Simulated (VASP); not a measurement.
# SnSe2 (P-3m1) in VASP: settings compared

Aim: see how the results for SnSe2 move with the level of theory and the settings. Levels: PBEsol, LDA, r2SCAN. Tasks: relaxation of cell and atoms, single point.

Program: VASP 6.6.1. These are calculated values, not measurements. Logs are shortened: lines on timing, memory, paths and dates and some standing lists are left out, and cuts for length are marked.

**1. The cell of the first run**

The structure is trigonal, space group P-3m1 (No. 164). The conventional cell has a = 3.811 Å, b = 3.811 Å, c = 6.136 Å, α = 90.00°, β = 90.00°, γ = 120.00°. Within 3.5 Å of Sn (site symmetry -3m) lie 6 Se at 2.68 Å. Se (site symmetry 3m) has 3 Sn at 2.68 Å within 3.5 Å.

**2. Relaxation of cell and atoms, PBEsol**

INCAR

```
SYSTEM = SnSe2
ALGO = Normal
EDIFF = 1E-6
EDIFFG = -0.01
ENCUT = 600
GGA = PS
IBRION = 2
ISIF = 3
ISMEAR = -1
LASPH = .TRUE.
LCHARG = .FALSE.
LREAL = .FALSE.
LWAVE = .FALSE.
NELM = 100
NSW = 80
PREC = Accurate
SIGMA = 0.02
```

KPOINTS

```
k-points
0
G
  12 12 4
  0 0 0
```

POSCAR

```
SnSe2
1.0
    3.8110000000      0.0000000000      0.0000000000
   -1.9055000000      3.3004228100      0.0000000000
    0.0000000000      0.0000000000      6.1360000000
Sn Se
1 2
Direct
    0.0000000000      0.0000000000      0.0000000000
    0.3333333300      0.6666666700      0.2490000000
    0.6666666700      0.3333333300      0.7510000000
```

Potentials or basis: VASP PAW PBE potentials, release 64 (Sn_d, Se).

Run with:

```console
cat potpaw_PBE.64/Sn_d/POTCAR potpaw_PBE.64/Se/POTCAR > POTCAR
mpirun -np 1 vasp_std > vasp.out
```

OUTCAR:

```text
SYSTEM = SnSe2
   EDIFF = 1E-6
   EDIFFG = -0.01
   ENCUT = 600
   GGA = PS
   IBRION = 2
   ISIF = 3
   ISMEAR = -1
   LASPH = .TRUE.
   LREAL = .FALSE.
   NELM = 100
   NSW = 80
   PREC = Accurate

 ion  position               nearest neighbor table
   1  0.000  0.000  0.000-   2 2.68   3 2.68   2 2.68   3 2.68   3 2.68   2 2.68
   2  0.333  0.667  0.249-   1 2.68   1 2.68   1 2.68
   3  0.667  0.333  0.751-   1 2.68   1 2.68   1 2.68

  LATTYP: Found a hexagonal cell.
 ALAT       =     3.8110000000
 C/A-ratio  =     1.6100760955

  Lattice vectors:

 A1 = (   3.8110000000,   0.0000000000,   0.0000000000)
 A2 = (  -1.9055000000,   3.3004228100,   0.0000000000)
 A3 = (   0.0000000000,   0.0000000000,   6.1360000000)

Analysis of symmetry for initial positions (statically):
=====================================================================
 Subroutine PRICEL returns:
 Original cell was already a primitive cell.

 Routine SETGRP: Setting up the symmetry group for a
 hexagonal supercell.

 Subroutine GETGRP returns: Found 12 space group operations
 (whereof 12 operations were pure point group operations)
 out of a pool of 24 trial point group operations.

The static configuration has the point symmetry D_3d.

Analysis of symmetry for dynamics (positions and initial velocities):
=====================================================================
 Subroutine PRICEL returns:
 Original cell was already a primitive cell.

 Routine SETGRP: Setting up the symmetry group for a
 hexagonal supercell.

 Subroutine GETGRP returns: Found 12 space group operations
 (whereof 12 operations were pure point group operations)
 out of a pool of 24 trial point group operations.

The dynamic configuration has the point symmetry D_3d.

 Subroutine INISYM returns: Found 12 space group operations
 (whereof 12 operations are pure point group operations),
 and found     1 'primitive' translations

----------------------------------------------------------------------------------------

                                     Primitive cell

  volume of cell :      77.1781

  direct lattice vectors                    reciprocal lattice vectors
     3.811000000  0.000000000  0.000000000     0.262398321  0.151495741  0.000000000
    -1.905500000  3.300422810  0.000000000     0.000000000  0.302991482  0.000000000
     0.000000000  0.000000000  6.136000000     0.000000000  0.000000000  0.162972621

  length of vectors
     3.811000000  3.810999997  6.136000000     0.302991482  0.302991482  0.162972621

  position of ions in fractional coordinates (direct lattice)
     0.000000000  0.000000000  0.000000000
     0.333333330  0.666666670  0.249000000
[... 98 lines left out ...]
     AMIX     =   0.40;   BMIX     =  1.00
     AMIX_MAG =   1.60;   BMIX_MAG =  1.00
  volume/ion in A,a.u.               =      25.73       173.61
  Fermi-wavevector in a.u.,A,eV,Ry     =   1.139116  2.152617 17.654722  1.297585
  Thomas-Fermi vector in A             =   2.275820
   LORBIT       =      0    0 simple, 1 ext, 2 COOP (PROOUT), +10 PAW based schemes
   GGA     = PS    functional components
   LHFCALC =     F    Hartree Fock is set to
   AEXX    =    0.0000 exact exchange contribution
   IVDW    =     0    specifies the selected vdW correction
   LEPSILON=     F    determine dielectric tensor
   LRPA    =     F    only Hartree local field effects (RPA)
 conjugate gradient relaxation of ions
 non-spin polarized calculation
  energy-cutoff  :      600.00
  volume of cell :       77.18
 maximum number of plane-waves:      2604
   NGX = 15   NGY = 15   NGZ = 25

--------------------------------------- Ionic step        1  -------------------------------------------

 number of electron      25.9999991 magnetization

 Free energy of the ion-electron system (eV)
  ---------------------------------------------------
  ext. energy  EPLUGINS =         0.00000000
  ---------------------------------------------------
  free energy    TOTEN  =       -12.94508962 eV

  energy without entropy =      -12.94508962  energy(sigma->0) =      -12.94508962

------------------------ aborting loop because EDIFF is reached ----------------------------------------

  FORCE on cell =-STRESS in cart. coord.  units (eV):
  Direction    XX          YY          ZZ          XY          YZ          ZX
  --------------------------------------------------------------------------------------
  -------------------------------------------------------------------------------------
  Total        0.9662520      0.9662520      1.8838307      0.0000000     -0.0000000     -0.0000000
  in kB       20.0588994     20.0588993     39.1073662      0.0000000     -0.0000000     -0.0000000
  external PRESSURE =      26.4083883 kB  Pullay stress =       0.0000000 kB
[... 92 lines left out ...]
  FREE ENERGIE OF THE ION-ELECTRON SYSTEM (eV)
  ---------------------------------------------------
  free  energy   TOTEN  =       -12.9790424522 eV

  energy  without entropy=      -12.9790424507  energy(sigma->0) =      -12.97904245

 E-fermi :   4.1263     XC(G=0):  -9.5476

 val. band max:        3.7819783041   @ k =   0.0833  -0.0000   0.2500
 cond. band min:       4.4384595248   @ k =   0.5000  -0.0000   0.5000
 fundamental gap:      0.6564812207
 Fermi energy:         4.1262860659

 k-point     1 :       0.0000    0.0000    0.0000
  band No.  band energies     occupation
      1     -17.3157      2.00000
      2     -17.3157      2.00000
      3     -17.2776      2.00000
      4     -17.2654      2.00000
      5     -17.2654      2.00000
      6      -9.9853      2.00000
[... 459 lines left out ...]
      6      -9.6401      2.00000
[... 9 lines left out ...]
     16       8.8929      0.00000
     17       9.0065      0.00000

 [... further k-points ...]

[... ionic steps 4 to 15 ...]

--------------------------------------- Ionic step       16  -------------------------------------------

 number of electron      25.9999992 magnetization

------------------------ aborting loop because EDIFF is reached ----------------------------------------
[... 69 lines left out ...]
--------------------------------------- Ionic step       18  -------------------------------------------

 number of electron      25.9999992 magnetization

 Free energy of the ion-electron system (eV)
  ---------------------------------------------------
  ext. energy  EPLUGINS =         0.00000000
  ---------------------------------------------------
  free energy    TOTEN  =       -12.98440461 eV

  energy without entropy =      -12.98440460  energy(sigma->0) =      -12.98440460

 E-fermi :   4.3484     XC(G=0):  -9.6558

 val. band max:        4.0579226497   @ k =   0.0833   0.0833   0.0000
 cond. band min:       4.6442667371   @ k =   0.0000   0.4167   0.2500
 fundamental gap:      0.5863440874
 Fermi energy:         4.3484263496

 k-point     1 :       0.0000    0.0000    0.0000
  band No.  band energies     occupation
      1     -17.1316      2.00000
      2     -17.1316      2.00000
      3     -17.0942      2.00000
      4     -17.0819      2.00000
      5     -17.0819      2.00000
      6      -9.8262      2.00000
[... 501 lines left out ...]
  FREE ENERGIE OF THE ION-ELECTRON SYSTEM (eV)
  ---------------------------------------------------
  free  energy   TOTEN  =       -12.9844046054 eV

  energy  without entropy=      -12.9844045978  energy(sigma->0) =      -12.98440460

 reached required accuracy - stopping structural energy minimisation
```

CONTCAR:

```text
SnSe2
   1.00000000000000
     3.8195157142192349   -0.0000000000000000   -0.0000000000000001
    -1.9097578571096174    3.3077976348214930    0.0000000000000001
     0.0000000000000002   -0.0000000000000000    6.1496082347121757
  Sn              Se
     1     2
Direct
     0.0000000000000000    0.0000000000000000    0.0000000000000000
     0.3333333300000021    0.6666666699999979    0.2583425835264494
     0.6666666699999979    0.3333333300000021    0.7416574164735505

  0.00000000E+00  0.00000000E+00  0.00000000E+00
  0.00000000E+00  0.00000000E+00  0.00000000E+00
  0.00000000E+00  0.00000000E+00  0.00000000E+00
```

Wall time 6.6 min (1 thread of Intel Xeon 6975P-C (Granite Rapids), shared host); peak memory 0.28 GiB.

What came out:

```
Free energy                            : -12.9844 eV
Relaxed volume                         : 25.90 Å³/atom
Relaxed cell                           : a = 3.820 Å, b = 3.820 Å, c = 6.150 Å, α = 90.00°, β = 90.00°, γ = 120.00°
Space group after relaxing (to 0.05 Å) : P-3m1 (No. 164)
Energy gained by relaxing              : 13.1 meV/atom
Ionic steps                            : 18
Pressure after relaxing                : 0.0 GPa
Band gap on the k mesh                 : 0.59 eV, indirect (least direct gap 0.97 eV)
```

The path:
| step | energy change (eV) | largest force (eV/Å) | pressure (GPa) | volume (Å³) |
| --- | --- | --- | --- | --- |
| 1 | 0.0000 | 0.6269 | 2.64 | 77.18 |
| 2 | -0.0135 | 0.2753 | -2.39 | 82.01 |
| 3 | -0.0340 | 0.0980 | -0.38 | 79.83 |
| 4 | -0.0372 | 0.0498 | -0.22 | 79.39 |
| 5 | -0.0378 | 0.0130 | -0.06 | 79.05 |
| 6 | -0.0378 | 0.0164 | -0.09 | 79.09 |
| 7 | -0.0379 | 0.0351 | 0.03 | 78.91 |
| 8 | -0.0380 | 0.0476 | 0.12 | 78.79 |
| 9 | -0.0380 | 0.0468 | 0.12 | 78.77 |
| 10 | -0.0382 | 0.0453 | 0.11 | 78.69 |
| 11 | -0.0385 | 0.0421 | 0.07 | 78.53 |
| 12 | -0.0390 | 0.0367 | 0.03 | 78.22 |
| 13 | -0.0389 | 0.0261 | -0.05 | 77.59 |
| 14 | -0.0391 | 0.0323 | 0.00 | 77.92 |
| 15 | -0.0393 | 0.0022 | -0.08 | 77.84 |
| 16 | -0.0393 | 0.0062 | -0.11 | 77.83 |
| 17 | -0.0393 | 0.0050 | 0.10 | 77.53 |
| 18 | -0.0393 | 0.0016 | -0.01 | 77.70 |

Final structure:
```xyz
3
Lattice="3.8195 0.0000 0.0000 -1.9098 3.3078 0.0000 0.0000 0.0000 6.1496" Properties=species:S:1:pos:R:3 pbc="T T T"
Sn    0.0000    0.0000    0.0000
Se    0.0000    2.2052    1.5887
Se    1.9098    1.1026    4.5609
```

Caveat: the PAW data sets were made with another functional, which shifts forces and pressure a little; spin-orbit coupling is left out, which moves the levels of the heavy elements; this functional lacks dispersion, which binds the layers, so the pressure and a relaxed spacing across them are unreliable. A k mesh can miss the band edges.

**3. Relaxation of cell and atoms, LDA**

INCAR

```
ALGO = Normal ; EDIFF = 1E-6
EDIFFG = -0.01 ; ENCUT = 600
GGA = CA ; IBRION = 2
ISIF = 3 ; ISMEAR = -1
LASPH = True ; LCHARG = False
LREAL = False ; LWAVE = False
NELM = 60 ; NSW = 80
PREC = Accurate ; SIGMA = 0.02
```

KPOINTS

```
k-points
0
Gamma
  12 12 4
```

POSCAR is that of step 2.

Potentials or basis: VASP PAW LDA potentials, release 64 (Sn_d, Se).

Run with:

```console
cat potpaw_LDA.64/Sn_d/POTCAR potpaw_LDA.64/Se/POTCAR > POTCAR
mpirun -np 1 vasp_std > vasp.out
```

Run time: 6.7 min. Hardware: 1 thread of Intel Xeon 6975P-C (Granite Rapids), shared host; peak memory 0.25 GiB.

The run converged. Its results:

```yaml
Free_energy: -13.7960 eV
Relaxed_volume: 24.59 Å³/atom
Relaxed_cell: a = 3.805 Å, b = 3.805 Å, c = 5.886 Å, α = 90.00°, β = 90.00°, γ = 120.00°
Space_group_after_relaxing_to_0.05_Å: P-3m1 (No. 164)
Energy_gained_by_relaxing: 13.1 meV/atom
Ionic_steps: 18
Pressure_after_relaxing: 0.0 GPa
Band_gap_on_the_k_mesh: 0.32 eV, indirect (least direct gap 0.67 eV)
```

The path:
```csv
step,energy change (eV),largest force (eV/Å),pressure (GPa),volume (Å³)
1,0.0000,0.5108,0.98,77.18
2,-0.0131,0.0112,-1.48,78.95
3,-0.0155,0.1303,-0.82,78.45
4,-0.0222,0.0902,-0.37,77.43
5,-0.0231,0.0654,-0.07,76.83
6,-0.0255,0.0822,0.06,76.45
7,-0.0309,0.1328,0.43,75.32
8,-0.0321,0.2317,1.41,73.04
9,-0.0333,0.1992,1.04,73.88
10,-0.0342,0.1852,0.96,73.86
11,-0.0364,0.1439,0.73,73.80
12,-0.0388,0.0641,0.29,73.66
13,-0.0391,0.0278,0.10,73.60
14,-0.0391,0.0245,0.08,73.59
15,-0.0392,0.0207,0.05,73.62
16,-0.0393,0.0097,0.01,73.72
17,-0.0392,0.0138,-0.10,73.90
18,-0.0393,0.0005,-0.04,73.78
```

Final structure:
```cif
data_structure
_symmetry_space_group_name_H-M 'P 1'
_symmetry_Int_Tables_number 1
_cell_length_a 3.8046
_cell_length_b 3.8046
_cell_length_c 5.8856
_cell_angle_alpha 90.000
_cell_angle_beta 90.000
_cell_angle_gamma 120.000
_cell_volume 73.78
loop_
_atom_site_label
_atom_site_type_symbol
_atom_site_fract_x
_atom_site_fract_y
_atom_site_fract_z
_atom_site_occupancy
Sn1 Sn 0.00000 0.00000 0.00000 1
Se1 Se 0.33333 0.66667 0.26828 1
Se2 Se 0.66667 0.33333 0.73172 1
```

Levels at points of the mesh, in eV from the valence-band top:
| k point | band 11 | band 12 | band 13 | band 14 | band 15 | band 16 |
| --- | --- | --- | --- | --- | --- | --- |
| (0.00, 0.00, 0.00) | -0.71 | -0.71 | -0.14 | 0.53 | 2.69 | 4.34 |
| (0.50, 0.00, 0.00) | -2.93 | -1.98 | -0.46 | 1.03 | 3.27 | 4.69 |
| (0.00, 0.00, 0.50) | -1.06 | -0.39 | -0.39 | 2.37 | 2.55 | 3.89 |
| (0.50, 0.00, 0.50) | -2.20 | -1.32 | -1.20 | 0.51 | 3.65 | 4.32 |

Caveat: spin-orbit coupling is left out, which moves the levels of the heavy elements. LDA usually gives volumes a few per cent too small.

(Part 1 of 2 ends here.)
